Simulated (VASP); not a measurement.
# Ti (Pm-3m) in VASP: a series of runs, part 2 of 2

VASP 6.6.1. Earlier steps stand in the parts before.

## 4. Single point, LDA

This run uses another cell than the first one, of 17.06 Å³/atom, 1.041 times its volume.

Input file INCAR:

```
PREC = Accurate
ENCUT = 520
EDIFF = 1E-6
ISMEAR = 1
SIGMA = 0.05
LREAL = False
LASPH = True
NELM = 100
ALGO = Normal
ISIF = 2
LWAVE = False
LCHARG = False
NBANDS = 12
```

Input file KPOINTS:

```
regular mesh
0
Gamma
  8 8 8
```

Input file POSCAR:

```
Ti
1.0
    2.5744034912      0.0000000000      0.0000000000
    0.0000000000      2.5744034912      0.0000000000
    0.0000000000      0.0000000000      2.5744034912
Ti
1
Direct
    0.0000000000      0.0000000000      0.0000000000
```

Potentials or basis: VASP PAW LDA potentials, release 64 (Ti_sv).

The run is started by

```bash
cat potpaw_LDA.64/Ti_sv/POTCAR > POTCAR
mpirun -np 1 vasp_std > vasp.out
```

OUTCAR:

```text
PREC = Accurate
   ENCUT = 520
   EDIFF = 1E-6
   ISMEAR = 1
   LREAL = False
   LASPH = True
   NELM = 100
   ISIF = 2

 ion  position               nearest neighbor table
   1  0.000  0.000  0.000-

  LATTYP: Found a simple cubic cell.
 ALAT       =     2.5744034912

  Lattice vectors:

 A1 = (   2.5744034912,   0.0000000000,   0.0000000000)
 A2 = (   0.0000000000,   2.5744034912,   0.0000000000)
 A3 = (   0.0000000000,   0.0000000000,   2.5744034912)

Analysis of symmetry for initial positions (statically):
=====================================================================
 Subroutine PRICEL returns:
 Original cell was already a primitive cell.

 Routine SETGRP: Setting up the symmetry group for a
 simple cubic supercell.

 Subroutine GETGRP returns: Found 48 space group operations
 (whereof 48 operations were pure point group operations)
 out of a pool of 48 trial point group operations.

The static configuration has the point symmetry O_h .

Analysis of symmetry for dynamics (positions and initial velocities):
=====================================================================
 Subroutine PRICEL returns:
 Original cell was already a primitive cell.

 Routine SETGRP: Setting up the symmetry group for a
 simple cubic supercell.

 Subroutine GETGRP returns: Found 48 space group operations
 (whereof 48 operations were pure point group operations)
 out of a pool of 48 trial point group operations.

The dynamic configuration has the point symmetry O_h .

 Subroutine INISYM returns: Found 48 space group operations
 (whereof 48 operations are pure point group operations),
 and found     1 'primitive' translations

----------------------------------------------------------------------------------------

                                     Primitive cell

  volume of cell :      17.0620

  direct lattice vectors                    reciprocal lattice vectors
     2.574403491  0.000000000  0.000000000     0.388439498  0.000000000  0.000000000
     0.000000000  2.574403491  0.000000000     0.000000000  0.388439498  0.000000000
     0.000000000  0.000000000  2.574403491     0.000000000  0.000000000  0.388439498

  length of vectors
     2.574403491  2.574403491  2.574403491     0.388439498  0.388439498  0.388439498

  position of ions in fractional coordinates (direct lattice)
     0.000000000  0.000000000  0.000000000

  ion indices of the primitive-cell ions
   primitive index   ion index
                 1           1

----------------------------------------------------------------------------------------

 KPOINTS: regular mesh

Automatic generation of k-mesh.
 Grid dimensions read from file:
 generate k-points for:    8    8    8

 Generating k-lattice:

  Cartesian coordinates                     Fractional coordinates (reciprocal lattice)
     0.048554937  0.000000000  0.000000000     0.125000000  0.000000000  0.000000000
     0.000000000  0.048554937  0.000000000     0.000000000  0.125000000  0.000000000
     0.000000000  0.000000000  0.048554937     0.000000000  0.000000000  0.125000000

  Length of vectors
     0.048554937  0.048554937  0.048554937

  Shift w.r.t. Gamma in fractional coordinates (k-lattice)
     0.000000000  0.000000000  0.000000000

 Subroutine IBZKPT returns following result:
 ===========================================

 Found     35 irreducible k-points:

 Following reciprocal coordinates:
            Coordinates               Weight
  0.000000  0.000000  0.000000      1.000000
  0.125000  0.000000  0.000000      6.000000
  0.250000  0.000000  0.000000      6.000000
  0.375000  0.000000  0.000000      6.000000
  0.500000  0.000000  0.000000      3.000000
  0.125000  0.125000  0.000000     12.000000
[... 16 lines left out ...]
  0.375000  0.375000  0.125000     24.000000
  0.500000  0.375000  0.125000     24.000000
 [... further k-points ...]
   k-points           NKPTS =     35   k-points in BZ     NKDIM =     35   number of bands    NBANDS=     12
   number of dos      NEDOS =    301   number of ions     NIONS =      1
   total plane-waves  NPLWV =   8000
   dimension x,y,z NGX =    20 NGY =   20 NGZ =   20
   dimension x,y,z NGXF=    40 NGYF=   40 NGZF=   40
   ions per type =               1
   NGX,Y,Z   is equivalent  to a cutoff of  12.92, 12.92, 12.92 a.u.
   NGXF,Y,Z  is equivalent  to a cutoff of  25.83, 25.83, 25.83 a.u.
 SYSTEM =  unknown system
   PREC   = accura    normal or accurate (medium, high low for compatibility)
   ISTART =      0    job   : 0-new  1-cont  2-samecut
   ICHARG =      2    charge: 1-file 2-atom 10-const
   ISPIN  =      1    spin polarized calculation?
   LNONCOLLINEAR =      F non collinear calculations
   LSORBIT =      F    spin-orbit coupling
   LASPH  =      T    aspherical Exc in radial PAW
   ENCUT  =  520.0 eV  38.22 Ry    6.18 a.u.   4.79  4.79  4.79*2*pi/ulx,y,z
   NELM   =    100;   NELMIN=  2; NELMDL= -5     # of ELM steps
   EDIFF  = 0.1E-05   stopping-criterion for ELM
   LREAL  =      F    real-space projection
   EDIFFG = 0.1E-04   stopping-criterion for IOM
   NSW    =      0    number of steps for IOM
   IBRION =     -1    ionic relax: 0-MD 1-quasi-New 2-CG
   NFREE  =      0    steps in history (QN), initial steepest desc. (CG)
   ISIF   =      2    stress and relaxation
   ISYM   =      2    0-nonsym 1-usesym 2-fastsym
   POTIM  = 0.5000    time-step for ionic-motion
   TEBEG  =    0.0;   TEEND  =   0.0 temperature during run
   PSTRESS=    0.0 pullay stress
   NELECT =      12.0000    total number of electrons
   NUPDOWN=      -1.0000    fix difference up-down
   EMIN   =  10.00;   EMAX   =-10.00  energy-range for DOS
   EFERMI =   0.00;   METHOD = LEGACY
   ISMEAR =     1;   SIGMA  =   0.05  broadening in eV -4-tet -1-fermi 0-gaus
   EFERMI_NEDOS =   21; number of points for ismear=-14 and -15
   IALGO  =     38    algorithm
   IMIX   =      4    mixing-type and parameters
     AMIX     =   0.40;   BMIX     =  1.00
     AMIX_MAG =   1.60;   BMIX_MAG =  1.00
  volume/ion in A,a.u.               =      17.06       115.14
  Fermi-wavevector in a.u.,A,eV,Ry     =   1.455879  2.751212 28.838689  2.119584
  Thomas-Fermi vector in A             =   2.572862
   LORBIT       =      0    0 simple, 1 ext, 2 COOP (PROOUT), +10 PAW based schemes
   GGA     = CA    functional components
   LHFCALC =     F    Hartree Fock is set to
   AEXX    =    0.0000 exact exchange contribution
   IVDW    =     0    specifies the selected vdW correction
   LEPSILON=     F    determine dielectric tensor
   LRPA    =     F    only Hartree local field effects (RPA)
 non-spin polarized calculation
 Methfessel and Paxton  Order N= 1 SIGMA  =   0.05
  energy-cutoff  :      520.00
  volume of cell :       17.06
 maximum number of plane-waves:       480
 NGX is ok and might be reduce to    20
   NGX =  9   NGY =  9   NGZ =  9

 number of electron      12.0000007 magnetization

 Free energy of the ion-electron system (eV)
  ---------------------------------------------------
  ext. energy  EPLUGINS =         0.00000000
  ---------------------------------------------------
  free energy    TOTEN  =        -7.73053706 eV

  energy without entropy =       -7.72973863  energy(sigma->0) =       -7.73027091

 E-fermi :   8.0748     XC(G=0): -11.7543

 val. band max:        8.0657577449   @ k =   0.2500   0.1250   0.1250
 cond. band min:       8.0845012298   @ k =   0.3750   0.1250   0.1250
 fundamental gap:      0.0187434849
 Fermi energy:         8.0748034745

 k-point     1 :       0.0000    0.0000    0.0000
  band No.  band energies     occupation
      1     -47.6880      2.00000
      2     -23.7183      2.00000
      3     -23.7183      2.00000
      4     -23.7183      2.00000
      5       2.2827      2.00000
      6       6.6551      2.00000
      7       6.6551      2.00000
      8      12.3235      0.00000
      9      12.3235      0.00000
     10      12.3235      0.00000
     11      24.5701      0.00000
     12      24.5701      0.00000

 k-point     2 :       0.1250    0.0000    0.0000
  band No.  band energies     occupation
      1     -47.6632      2.00000
      2     -23.8881      2.00000
      3     -23.7037      2.00000
      4     -23.7037      2.00000
      5       2.7075      2.00000
      6       6.7612      2.00000
      7       6.9806      2.00000
      8      11.9603      0.00000
      9      11.9603      0.00000
     10      12.3511      0.00000
     11      22.1307      0.00000
     12      25.2501      0.00000
[... 316 lines left out ...]
 k-point    24 :       0.5000    0.3750    0.1250
  band No.  band energies     occupation
      1     -47.3538      2.00000
      2     -24.6544      2.00000
      3     -24.4851      2.00000
      4     -23.6876      2.00000
      5       5.5740      2.00000
      6       8.3938     -0.00000
      7       9.5367      0.00000
      8       9.8748      0.00000
      9      12.1149      0.00000
     10      14.4288      0.00000
     11      15.7310      0.00000
     12      21.0755      0.00000

 [... further k-points ...]
[... 5 lines left out ...]
  --------------------------------------------------------------------------------------
  -------------------------------------------------------------------------------------
  Total       -0.1708835     -0.1708835     -0.1708835     -0.0000000      0.0000000     -0.0000000
  in kB      -16.0465174    -16.0465174    -16.0465174     -0.0000000      0.0000000     -0.0000000
  external PRESSURE =     -16.0465174 kB  Pullay stress =       0.0000000 kB

 VOLUME and BASIS-vectors are now :
 -----------------------------------------------------------------------------
  energy-cutoff  :      520.00
  volume of cell :       17.06
      direct lattice vectors                 reciprocal lattice vectors
     2.574403491  0.000000000  0.000000000     0.388439498  0.000000000  0.000000000
     0.000000000  2.574403491  0.000000000     0.000000000  0.388439498  0.000000000
     0.000000000  0.000000000  2.574403491     0.000000000  0.000000000  0.388439498

 POSITION                                       TOTAL-FORCE (eV/Angst)
 -----------------------------------------------------------------------------------
      0.00000      0.00000      0.00000         0.000000      0.000000      0.000000
 -----------------------------------------------------------------------------------
    total drift:                                0.000000      0.000000      0.000000

  FREE ENERGIE OF THE ION-ELECTRON SYSTEM (eV)
  ---------------------------------------------------
  free  energy   TOTEN  =        -7.7305370566 eV

  energy  without entropy=       -7.7297386276  energy(sigma->0) =       -7.73027091
```

stdout:

```text
POSCAR found type information on POSCAR Ti
 POSCAR found :  1 types and       1 ions
 scaLAPACK will be used
 LDA part: xc-table for (Slater(with rela. corr.)+CA(PZ))
 , standard interpolation
 POSCAR, INCAR and KPOINTS ok, starting setup
 FFT: planning ... GRIDC
 FFT: planning ... GRID_SOFT
 FFT: planning ... GRID
 WAVECAR not read
 entering main loop
```

Wall time 10 s (1 thread of Intel Xeon 8259CL, shared host); peak memory 0.12 GiB.

What came out:

| Property | Result |
| --- | --- |
| Free energy | -7.7305 eV |
| Pressure | -1.6 GPa |
| Band gap on the k mesh | zero (band 6 reaches 8.75 eV, above the bottom of band 7 at 6.66 eV) |

Levels at points of the mesh, in eV from the Fermi level:
| k point | band 4 | band 5 | band 6 | band 7 | band 8 | band 9 |
| --- | --- | --- | --- | --- | --- | --- |
| (0.00, 0.00, 0.00) | -31.79 | -5.79 | -1.42 | -1.42 | 4.25 | 4.25 |
| (0.50, 0.00, 0.00) | -31.69 | -1.83 | -0.63 | -0.02 | 2.17 | 2.17 |
| (0.50, 0.50, 0.00) | -31.60 | -2.99 | -0.07 | 2.64 | 2.64 | 5.57 |
| (0.50, 0.50, 0.50) | -32.57 | -1.37 | -1.37 | -1.37 | 5.69 | 5.69 |

## 5. The runs side by side

```csv
cell,gap on the mesh (eV),pressure (GPa)
"a = 2.540 Å, 1 atom",none,1.8
"a = 2.557 Å, 1 atom",none,0.0
"a = 2.574 Å, 1 atom",none,-1.6
```

Alike in all rows: task single point; level LDA; potentials or basis VASP PAW LDA potentials, release 64 (Ti_sv); no spin polarisation; k mesh 8 × 8 × 8; cutoff (eV) 520; smearing methfessel-paxton 0.05 eV.

Total energies depend on the potentials used, so only differences within one code and one set of settings carry meaning.
